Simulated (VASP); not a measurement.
# MgO (Periclase) (Fm-3m) in VASP: G0W0 quasiparticle levels with PBEsol

Aim: the G0W0 quasiparticle levels of MgO (Periclase) with PBEsol.

All numbers are computed with VASP 6.6.1; they aren't measurements. Logs are shortened: lines on timing, memory, paths and dates and some standing lists are left out, and cuts for length are marked.

## 1. The cell of the first run

Symmetry: Fm-3m, No. 225, cubic system. Conventional cell: a = 4.217 Å, b = 4.217 Å, c = 4.217 Å, α = 90.00°, β = 90.00°, γ = 90.00°. Within 2.8 Å of Mg (site symmetry m-3m) lie 6 O at 2.11 Å. O (site symmetry m-3m) has 6 Mg at 2.11 Å within 2.8 Å.

## 2. G0W0 quasiparticle levels, PBEsol

File POSCAR:

```
MgO
1.0
    2.9818690000      0.0000000000      0.0000000000
    1.4909345000      2.5823743048      0.0000000000
    1.4909345000      0.8607914349      2.4346858433
Mg O
1 1
Direct
    0.0000000000      0.0000000000      0.0000000000
    0.5000000000      0.5000000000      0.5000000000
```

File INCAR.step1:

```
PREC = Accurate
ENCUT = 500
EDIFF = 1E-8
ISMEAR = 0
SIGMA = 0.01
LREAL = False
LASPH = True
NELM = 100
ALGO = Normal
LWAVE = True
LCHARG = False
GGA = PS
```

File INCAR.step2:

```
PREC = Accurate
ENCUT = 500
EDIFF = 1E-8
ISMEAR = 0
SIGMA = 0.01
LREAL = False
LASPH = True
NELM = 1
ALGO = Exact
LWAVE = True
LCHARG = False
GGA = PS
NBANDS = 104
LOPTICS = True
ISTART = 1
```

File INCAR.step3:

```
PREC = Accurate
ENCUT = 500
EDIFF = 1E-8
ISMEAR = 0
SIGMA = 0.01
LREAL = False
LASPH = True
ALGO = EVGW0
LWAVE = False
LCHARG = False
GGA = PS
NELMGW = 1
NBANDS = 104
ENCUTGW = 80.0
NOMEGA = 48
PRECFOCK = Fast
ISTART = 1
NBANDSGW = 12
```

File KPOINTS:

```
Automatic mesh
0
Gamma
  6 6 6
```

Potentials or basis: VASP PAW PBE potentials, release 64 (Mg_GW, O_GW).

Run with:

```bash
$ cat potpaw_PBE.64/Mg_GW/POTCAR potpaw_PBE.64/O_GW/POTCAR > POTCAR
$ cp INCAR.step1 INCAR
$ mpirun -np 1 vasp_std > vasp.out
$ cp INCAR.step2 INCAR
$ mpirun -np 1 vasp_std > vasp.out
$ cp INCAR.step3 INCAR
$ mpirun -np 1 vasp_std > vasp.out
```

OUTCAR:

```text
PREC = Accurate
   ENCUT = 500
   EDIFF = 1E-8
   ISMEAR = 0
   LREAL = False
   LASPH = True
   GGA = PS
   NELMGW = 1
   ENCUTGW = 80.0
   PRECFOCK = Fast
   ISTART = 1

 ion  position               nearest neighbor table
   1  0.000  0.000  0.000-   2 2.11   2 2.11   2 2.11   2 2.11   2 2.11   2 2.11
   2  0.500  0.500  0.500-   1 2.11   1 2.11   1 2.11   1 2.11   1 2.11   1 2.11

  LATTYP: Found a face centered cubic cell.
 ALAT       =     4.2169995811

  Lattice vectors:

 A1 = (   2.9818690000,   0.0000000000,   0.0000000000)
 A2 = (   1.4909345000,   2.5823743048,   0.0000000000)
 A3 = (   1.4909345000,   0.8607914349,   2.4346858433)

Analysis of symmetry for initial positions (statically):
=====================================================================
 Subroutine PRICEL returns:
 Original cell was already a primitive cell.

 Routine SETGRP: Setting up the symmetry group for a
 face centered cubic supercell.

 Subroutine GETGRP returns: Found 48 space group operations
 (whereof 48 operations were pure point group operations)
 out of a pool of 48 trial point group operations.

The static configuration has the point symmetry O_h .

Analysis of symmetry for dynamics (positions and initial velocities):
=====================================================================
 Subroutine PRICEL returns:
 Original cell was already a primitive cell.

 Routine SETGRP: Setting up the symmetry group for a
 face centered cubic supercell.

 Subroutine GETGRP returns: Found 48 space group operations
 (whereof 48 operations were pure point group operations)
 out of a pool of 48 trial point group operations.

The dynamic configuration has the point symmetry O_h .

 Subroutine INISYM returns: Found 48 space group operations
 (whereof 48 operations are pure point group operations),
 and found     1 'primitive' translations

----------------------------------------------------------------------------------------

                                     Primitive cell
[... 81 lines left out ...]
   NELM   =     60;   NELMIN=  2; NELMDL=  0     # of ELM steps
   EDIFF  = 0.1E-07   stopping-criterion for ELM
   LREAL  =      F    real-space projection
   EDIFFG = 0.1E-06   stopping-criterion for IOM
   NSW    =      0    number of steps for IOM
   IBRION =     -1    ionic relax: 0-MD 1-quasi-New 2-CG
   NFREE  =      0    steps in history (QN), initial steepest desc. (CG)
   ISIF   =      0    stress and relaxation
   ISYM   =      3    0-nonsym 1-usesym 2-fastsym
   POTIM  = 0.5000    time-step for ionic-motion
   TEBEG  =    0.0;   TEEND  =   0.0 temperature during run
   PSTRESS=    0.0 pullay stress
   NELECT =       8.0000    total number of electrons
   NUPDOWN=      -1.0000    fix difference up-down
   EMIN   =  10.00;   EMAX   =-10.00  energy-range for DOS
   EFERMI =   0.00;   METHOD = LEGACY
   ISMEAR =     0;   SIGMA  =   0.01  broadening in eV -4-tet -1-fermi 0-gaus
   EFERMI_NEDOS =   21; number of points for ismear=-14 and -15
   IALGO  =     38    algorithm
   IMIX   =      4    mixing-type and parameters
     AMIX     =   0.40;   BMIX     =  1.00
     AMIX_MAG =   1.60;   BMIX_MAG =  1.00
  volume/ion in A,a.u.               =       9.37        63.26
  Fermi-wavevector in a.u.,A,eV,Ry     =   1.232503  2.329093 20.668111  1.519063
  Thomas-Fermi vector in A             =   2.367270
   LORBIT       =      0    0 simple, 1 ext, 2 COOP (PROOUT), +10 PAW based schemes
   GGA     = PS    functional components
   LHFCALC =     T    Hartree Fock is set to
   PRECFOCK=fast      Normal, Fast or Accurate (Low or Medium for compatibility)
   ENCUT4O =  -1.0   cutoff for four orbital integrals eV
   NKREDX  =     1    reduce k-point grid by
   NKREDY  =     1    reduce k-point grid by
   NKREDZ  =     1    reduce k-point grid by
   AEXX    =    1.0000 exact exchange contribution
   HFSCREEN=    0.0000 screening length (either q_TF or 0.3 A-1)
   HFSCREENC=   0.0000 screening length for correlation (either q_TF or 0.3 A-1)
   ENCUTFOCK=  -1.0 apply spherical cutoff to Coloumb kernel
   IVDW    =     0    specifies the selected vdW correction
   LEPSILON=     F    determine dielectric tensor
   LRPA    =     F    only Hartree local field effects (RPA)
   LRPAFORCE           =     F    calculate RPA forces
   ENCUTGW             =  80.0    cutoff for response function in eV
   ENCUTGWSOFT         =  64.0    soft cutoff for Coulomb kernel in GW response function in eV
   ENCUTLF             =  -1.0    cutoff for local field effects
   NELMGW              =     1    number of iterations in solving QP/BSE equation
   NELMHF              =     1    number of iterations in the inner HF iteration
   NKREDLFX            =     1    NKREDLFY  =   1   NKREDLFZ  =   1
 non-spin polarized calculation
 Gauss-broadening in eV      SIGMA  =   0.01
  energy-cutoff  :      500.00
  volume of cell :       18.75
 maximum number of plane-waves:       531
 NGX is ok and might be reduce to    24
  NGX = 14; NGY = 14; NGZ = 14
   NGX = 11   NGY = 11   NGZ = 11
 maximum number of plane-waves:        34
 NGX is ok and might be reduce to    10

 QP shifts <psi_nk| G(iteration)W_0 |psi_nk>: iteration 1
 for sc-GW calculations column KS-energies equals QP-energies in previous step
 and V_xc(KS)=  KS-energies - (<T + V_ion + V_H > + <T+V_H+V_ion>^1  + <V_x>^1)

 k-point   1 :       0.0000    0.0000    0.0000
  band No.  KS-energies  QP-energies   sigma(KS)   V_xc(KS)     V^pw_x(r,r')   Z            occupation Imag(sigma)

      1     -14.1572     -16.4508     -21.1283     -17.9232     -29.7685       0.7156       2.0000       1.1489
      2       3.0362       1.8687     -21.0782     -19.5968     -25.1337       0.7881       2.0000       0.1107
      3       3.0362       1.8687     -21.0782     -19.5968     -25.1337       0.7881       2.0000       0.1107
      4       3.0362       1.8687     -21.0782     -19.5968     -25.1337       0.7881       2.0000       0.1107
      5       7.6377       8.8221     -10.9563     -12.3666      -7.5152       0.8398       0.0000      -0.0522
      6      18.6563      20.0855      -7.6045      -9.3327      -3.0933       0.8270       0.0000      -0.1153
      7      18.6563      20.0855      -7.6045      -9.3327      -3.0933       0.8270       0.0000      -0.1153
      8      18.6563      20.0855      -7.6045      -9.3327      -3.0933       0.8270       0.0000      -0.1153
      9      22.4906      23.1156      -7.4976      -8.3107      -1.7006       0.7687       0.0000      -0.5060
     10      24.3682      26.0732      -8.0136     -10.0925      -3.2522       0.8201       0.0000      -0.1853
     11      24.3682      26.0732      -8.0136     -10.0925      -3.2522       0.8201       0.0000      -0.1853
     12      26.9180      28.5551      -7.6335      -9.6925      -1.8836       0.7951       0.0000      -0.5211
[... 228 lines left out ...]
      1     -12.5456     -14.8777     -22.7612     -19.6013     -31.2613       0.7380       2.0000       0.9686
      2      -0.5663      -2.2213     -17.7483     -15.5916     -21.9815       0.7673       2.0000       0.1441
      3       0.7664      -0.7511     -18.7887     -16.8357     -22.9094       0.7770       2.0000       0.1262
      4       1.3501      -0.0774     -19.4178     -17.5863     -23.5441       0.7794       2.0000       0.1222
      5      13.4091      14.8769      -9.4651     -11.2394      -5.4353       0.8273       0.0000      -0.0797
      6      14.3194      15.9973      -8.8893     -10.9069      -4.7968       0.8317       0.0000      -0.0770
      7      15.3488      17.2142     -12.0309     -14.3894      -7.6113       0.7909       0.0000      -0.1046
      8      19.3308      20.9856      -9.2145     -11.2860      -4.1856       0.7989       0.0000      -0.1936
      9      22.9791      24.6474      -9.4087     -11.5422      -3.8368       0.7820       0.0000      -0.3565
     10      27.4526      28.8650      -7.9903      -9.7327      -2.3577       0.8106       0.0000      -0.6097
     11      29.0635      31.0710      -8.8907     -11.2704      -3.5657       0.8436       0.0000      -0.6444
     12      31.2161      33.3441      -9.4633     -11.9798      -3.7311       0.8456       0.0000      -0.8448
```

OUTCAR.step1:

```text
PREC = Accurate
   ENCUT = 500
   EDIFF = 1E-8
   ISMEAR = 0
   LREAL = False
[... 387 lines left out ...]
      0.00000      0.00000      0.00000         0.000000     -0.000000      0.000000
      2.98187      1.72158      1.21734         0.000000      0.000000      0.000000
 -----------------------------------------------------------------------------------
    total drift:                               -0.000000      0.000000     -0.000000

  FREE ENERGIE OF THE ION-ELECTRON SYSTEM (eV)
  ---------------------------------------------------
  free  energy   TOTEN  =       -12.5385045526 eV

  energy  without entropy=      -12.5385045526  energy(sigma->0) =      -12.53850455
```

OUTCAR.step2:

```text
PREC = Accurate
   ENCUT = 500
   EDIFF = 1E-8
   ISMEAR = 0
   LREAL = False
[... 849 lines left out ...]
     0.00000     3.27341     3.27341     3.27341     0.00000    -0.00000    -0.00000
     2.22347     3.40152     3.40152     3.40152     0.00000    -0.00000    -0.00000
     4.44695     4.42553     4.42553     4.42553     0.00000    -0.00000    -0.00000
     6.67042     4.14140     4.14140     4.14140     0.00000    -0.00000    -0.00000
     8.89389     4.12742     4.12742     4.12742    -0.00000    -0.00000    -0.00000
    11.11736    -1.34707    -1.34707    -1.34707    -0.00000     0.00000    -0.00000
[... 92 lines left out ...]
   217.90031     0.98750     0.98750     0.98750    -0.00000     0.00000     0.00000
   220.12378     0.98778     0.98778     0.98778    -0.00000     0.00000     0.00000
```

It took 6.6 min on 1 thread of Intel Xeon 8259CL, shared host; peak memory 0.39 GiB.

What came out:

```
Band gap on the k mesh, mean-field level : 4.60 eV, direct
Quasiparticle gap                        : 6.95 eV
Least direct quasiparticle gap           : 6.95 eV
```

Levels at points of the mesh, in eV from the valence-band top:
```tsv
k point	band 1	band 2	band 3	band 4	band 5	band 6	band 7	band 8
(0.00, 0.00, 0.00)	-17.19	0.00	0.00	0.00	4.60	15.62	15.62	15.62
(0.50, 0.00, 0.00)	-15.89	-4.67	-0.66	-0.66	7.73	12.47	16.10	16.10
(0.50, 0.50, 0.00)	-15.62	-4.13	-1.36	-1.36	8.93	9.84	12.93	18.74
```

Caveat: the k points lie up to 0.43 Å⁻¹ apart; bands, screening cutoff and mesh are small and nothing is extrapolated, so the quasiparticle values aren't converged.
